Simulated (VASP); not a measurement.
# BaZrO3 (Pm-3m) in VASP: notebook, part 2 of 2

VASP 6.6.1.

## Step 5: Single point, PBEsol+U

This run uses another cell than the first one, of 14.66 Å³/atom, 1.032 times its volume.

INCAR reads:

```
ALGO = Normal
EDIFF = 1E-6
ENCUT = 520
GGA = PS
ISIF = 2
ISMEAR = -1
LASPH = True
LCHARG = False
LDAU = True
LDAUJ = 0 0 0
LDAUL = -1 2 -1
LDAUPRINT = 1
LDAUTYPE = 2
LDAUU = 0 1 0
LMAXMIX = 4
LREAL = False
LWAVE = False
NBANDS = 28
NELM = 150
PREC = Accurate
SIGMA = 0.05
```

KPOINTS reads:

```
k-points
0
Gamma
  6 6 6
```

POSCAR reads:

```
BaZrO3
1.0
    4.1846527368      0.0000000000      0.0000000000
    0.0000000000      4.1846527368      0.0000000000
    0.0000000000      0.0000000000      4.1846527368
Ba Zr O
1 1 3
Direct
    0.0000000000      0.0000000000      0.0000000000
    0.5000000000      0.5000000000      0.5000000000
    0.5000000000      0.5000000000      0.0000000000
    0.5000000000      0.0000000000      0.5000000000
    0.0000000000      0.5000000000      0.5000000000
```

Potentials or basis: VASP PAW PBE potentials, release 64 (Ba_sv, Zr_sv, O).

On the command line:

```bash
$ cat potpaw_PBE.64/Ba_sv/POTCAR potpaw_PBE.64/Zr_sv/POTCAR potpaw_PBE.64/O/POTCAR > POTCAR
$ mpirun -np 1 vasp_std > vasp.out
```

OUTCAR:

```text
EDIFF = 1E-6
   ENCUT = 520
   GGA = PS
   ISIF = 2
   ISMEAR = -1
   LASPH = True
   LREAL = False
   NELM = 150
   PREC = Accurate

 ion  position               nearest neighbor table
   1  0.000  0.000  0.000-   3 2.96   4 2.96   5 2.96   4 2.96   5 2.96   3 2.96   5 2.96   5 2.96
                             3 2.96   4 2.96   4 2.96   3 2.96   2 3.62   2 3.62   2 3.62   2 3.62
   2  0.500  0.500  0.500-   3 2.09   4 2.09   5 2.09   3 2.09   4 2.09   5 2.09   1 3.62   1 3.62
                             1 3.62   1 3.62   1 3.62   1 3.62   1 3.62   1 3.62
   3  0.500  0.500  0.000-   2 2.09   2 2.09   1 2.96   1 2.96   1 2.96   1 2.96
   4  0.500  0.000  0.500-   2 2.09   2 2.09   1 2.96   1 2.96   1 2.96   1 2.96
   5  0.000  0.500  0.500-   2 2.09   2 2.09   1 2.96   1 2.96   1 2.96   1 2.96

  LATTYP: Found a simple cubic cell.
 ALAT       =     4.1846527368

  Lattice vectors:

 A1 = (   4.1846527368,   0.0000000000,   0.0000000000)
 A2 = (   0.0000000000,   4.1846527368,   0.0000000000)
 A3 = (   0.0000000000,   0.0000000000,   4.1846527368)

Analysis of symmetry for initial positions (statically):
[... 213 lines left out ...]
 val. band max:        3.7043436213   @ k =   0.5000   0.5000   0.5000
 cond. band min:       6.9608816015   @ k =   0.0000   0.0000   0.0000
 fundamental gap:      3.2565379802
 Fermi energy:         4.9060793473

 k-point     1 :       0.0000    0.0000    0.0000
  band No.  band energies     occupation
      1     -43.3324      2.00000
      2     -21.5355      2.00000
      3     -21.5355      2.00000
      4     -21.5355      2.00000
      5     -21.5268      2.00000
      6     -12.6057      2.00000
[... 609 lines left out ...]
     27      12.8935      0.00000
     28      12.8935      0.00000

------------------------ aborting loop because EDIFF is reached ----------------------------------------

  FORCE on cell =-STRESS in cart. coord.  units (eV):
  Direction    XX          YY          ZZ          XY          YZ          ZX
  --------------------------------------------------------------------------------------
  -------------------------------------------------------------------------------------
  Total        0.7831193      0.7831193      0.7831193     -0.0000000     -0.0000000     -0.0000000
  in kB       17.1222254     17.1222254     17.1222254     -0.0000000     -0.0000000     -0.0000000
  external PRESSURE =      17.1222254 kB  Pullay stress =       0.0000000 kB

 VOLUME and BASIS-vectors are now :
 -----------------------------------------------------------------------------
  energy-cutoff  :      520.00
  volume of cell :       73.28
      direct lattice vectors                 reciprocal lattice vectors
     4.184652737  0.000000000  0.000000000     0.238968455  0.000000000  0.000000000
     0.000000000  4.184652737  0.000000000     0.000000000  0.238968455  0.000000000
     0.000000000  0.000000000  4.184652737     0.000000000  0.000000000  0.238968455

 POSITION                                       TOTAL-FORCE (eV/Angst)
 -----------------------------------------------------------------------------------
      0.00000      0.00000      0.00000         0.000000      0.000000      0.000000
      2.09233      2.09233      2.09233         0.000000      0.000000      0.000000
      2.09233      2.09233      0.00000         0.000000      0.000000      0.000000
      2.09233      0.00000      2.09233         0.000000      0.000000      0.000000
      0.00000      2.09233      2.09233         0.000000      0.000000      0.000000
 -----------------------------------------------------------------------------------
    total drift:                                0.000000     -0.000000     -0.000000

  FREE ENERGIE OF THE ION-ELECTRON SYSTEM (eV)
  ---------------------------------------------------
  free  energy   TOTEN  =       -43.0153389788 eV

  energy  without entropy=      -43.0153389788  energy(sigma->0) =      -43.01533898
```

OSZICAR:

```text
N       E                     dE             d eps       ncg     rms          rms(c)
DAV:   1     0.308597445922E+03    0.30860E+03   -0.21895E+04  1120   0.140E+03
DAV:   2    -0.284840697068E+02   -0.33708E+03   -0.32493E+03  1372   0.353E+02
DAV:   3    -0.494097523075E+02   -0.20926E+02   -0.20832E+02  1700   0.816E+01
DAV:   4    -0.500370278350E+02   -0.62728E+00   -0.62624E+00  1548   0.113E+01
DAV:   5    -0.500472915024E+02   -0.10264E-01   -0.10263E-01  1540   0.125E+00    0.302E+01
DAV:   6    -0.431854918118E+02    0.68618E+01   -0.34021E+01  1332   0.364E+01    0.137E+01
DAV:   7    -0.430563836966E+02    0.12911E+00   -0.25509E+00  1624   0.868E+00    0.787E+00
DAV:   8    -0.430180320087E+02    0.38352E-01   -0.31700E-01  1316   0.404E+00    0.694E-01
DAV:   9    -0.430151420675E+02    0.28899E-02   -0.54796E-02  1516   0.126E+00    0.517E-01
DAV:  10    -0.430156869950E+02   -0.54493E-03   -0.15228E-02  1496   0.966E-01    0.253E-01
DAV:  11    -0.430153247132E+02    0.36228E-03   -0.19660E-03  1368   0.355E-01    0.309E-02
DAV:  12    -0.430153413960E+02   -0.16683E-04   -0.11928E-04  1408   0.720E-02    0.336E-02
DAV:  13    -0.430153389939E+02    0.24020E-05   -0.11535E-05  1476   0.240E-02    0.342E-03
DAV:  14    -0.430153389788E+02    0.15144E-07   -0.12851E-06   904   0.862E-03
   1 F= -.43015339E+02 E0= -.43015339E+02  d E =-.447036E-11
```

Wall time 22 s (1 thread of Intel Xeon 6975P-C (Granite Rapids), shared host); peak memory 0.19 GiB.

What came out:

| Quantity | Value |
| --- | --- |
| Free energy | -43.0153 eV |
| Pressure | 1.7 GPa |
| Band gap on the k mesh | 3.26 eV, indirect (least direct gap 3.49 eV) |

Levels at points of the mesh, in eV from the valence-band top:
```tsv
k point	band 16	band 17	band 18	band 19	band 20	band 21	band 22	band 23	band 24	band 25
(0.00, 0.00, 0.00)	-1.01	-1.01	-0.23	-0.23	-0.23	3.26	3.26	3.26	4.54	4.54
(0.50, 0.00, 0.00)	-1.74	-1.74	-1.74	-0.47	-0.47	3.75	5.87	5.87	6.37	6.61
(0.50, 0.50, 0.00)	-2.44	-0.94	-0.94	-0.81	-0.08	5.82	5.82	6.47	6.56	7.75
(0.50, 0.50, 0.50)	-2.54	-2.54	0.00	0.00	0.00	5.90	5.90	5.90	7.21	7.21
```

Eigenvalues of the final occupation matrices:
```csv
site,spin,trace,eigenvalues
site 2 d,1,0.72,0.09 0.09 0.09 0.22 0.22
site 2 d,2,0.72,0.09 0.09 0.09 0.22 0.22
```

Caveat: the PAW data sets were made with another functional, which shifts forces and pressure a little; spin-orbit coupling is left out, which moves the levels of the heavy elements.

## Step 6: Single point, PBEsol+U

This run uses another cell than the first one, of 14.70 Å³/atom, 1.035 times its volume.

INCAR reads:

```
PREC = Accurate ; ENCUT = 520
EDIFF = 1E-6 ; ISMEAR = -1
SIGMA = 0.05 ; LREAL = False
LASPH = True ; NELM = 150
ALGO = Normal ; ISIF = 2
LWAVE = False ; LCHARG = False
LMAXMIX = 4 ; LDAU = True
LDAUTYPE = 2 ; LDAUL = -1 2 -1
LDAUU = 0 2 0 ; LDAUJ = 0 0 0
LDAUPRINT = 1 ; GGA = PS
NBANDS = 28
```

KPOINTS reads:

```
Automatic mesh
0
Gamma
  6 6 6
```

POSCAR, as its differences from that of step 5:

```diff
@@ -2,5 +2,5 @@
 1.0
-    4.1846527368      0.0000000000      0.0000000000
-    0.0000000000      4.1846527368      0.0000000000
-    0.0000000000      0.0000000000      4.1846527368
+    4.1885448200      0.0000000000      0.0000000000
+    0.0000000000      4.1885448200      0.0000000000
+    0.0000000000      0.0000000000      4.1885448200
 Ba Zr O
```

Potentials or basis: VASP PAW PBE potentials, release 64 (Ba_sv, Zr_sv, O).

On the command line:

```bash
$ cat potpaw_PBE.64/Ba_sv/POTCAR potpaw_PBE.64/Zr_sv/POTCAR potpaw_PBE.64/O/POTCAR > POTCAR
$ mpirun -np 1 vasp_std > vasp.out
```

Wall time 25 s (1 thread of Intel Xeon 6975P-C (Granite Rapids), shared host); peak memory 0.2 GiB.

The run converged. Its results:

| Property | Result |
| --- | --- |
| Free energy | -42.4285 eV |
| Pressure | 2.3 GPa |
| Band gap on the k mesh | 3.39 eV, indirect (least direct gap 3.64 eV) |

Levels at points of the mesh, in eV from the valence-band top:
```
           k point  band 17  band 18  band 19  band 20  band 21  band 22  band 23  band 24
(0.00, 0.00, 0.00)    -1.01    -0.25    -0.25    -0.25     3.39     3.39     3.39     4.52
(0.50, 0.00, 0.00)    -1.71    -1.71    -0.50    -0.50     3.91     6.02     6.02     6.36
(0.50, 0.50, 0.00)    -0.95    -0.95    -0.85    -0.08     5.95     5.95     6.45     6.64
(0.50, 0.50, 0.50)    -2.51     0.00     0.00     0.00     5.87     5.87     5.87     7.36
```

Eigenvalues of the final occupation matrices:
| site | spin | trace | eigenvalues |
| --- | --- | --- | --- |
| site 2 d | 1 | 0.70 | 0.09 0.09 0.09 0.21 0.21 |
| site 2 d | 2 | 0.70 | 0.09 0.09 0.09 0.21 0.21 |

Caveat: the PAW data sets were made with another functional, which shifts forces and pressure a little; spin-orbit coupling is left out, which moves the levels of the heavy elements. A k mesh can miss the band edges.

## Step 7: The runs side by side

| level | U | cell | gap on the mesh (eV) | pressure (GPa) |
| --- | --- | --- | --- | --- |
| PBEsol | - | a = 4.141 Å, 5 atoms | 3.18 | 6.3 |
| PBEsol | - | a = 4.164 Å, 5 atoms | 3.15 | 3.2 |
| PBEsol | - | a = 4.181 Å, 5 atoms | 3.12 | 1.1 |
| PBEsol+U | Zr d U = 1.0 eV | a = 4.185 Å, 5 atoms | 3.26 | 1.7 |
| PBEsol+U | Zr d U = 2.0 eV | a = 4.189 Å, 5 atoms | 3.39 | 2.3 |

Alike in all rows: task single point; potentials or basis VASP PAW PBE potentials, release 64 (Ba_sv, Zr_sv, O); no spin polarisation; k mesh 6 × 6 × 6; cutoff (eV) 520; smearing fermi-dirac 0.05 eV.

Caveats: the PAW data sets were made with another functional, which shifts forces and pressure a little; spin-orbit coupling is left out, which moves the levels of the heavy elements.

Total energies depend on the potentials used, so only differences within one code and one set of settings carry meaning.
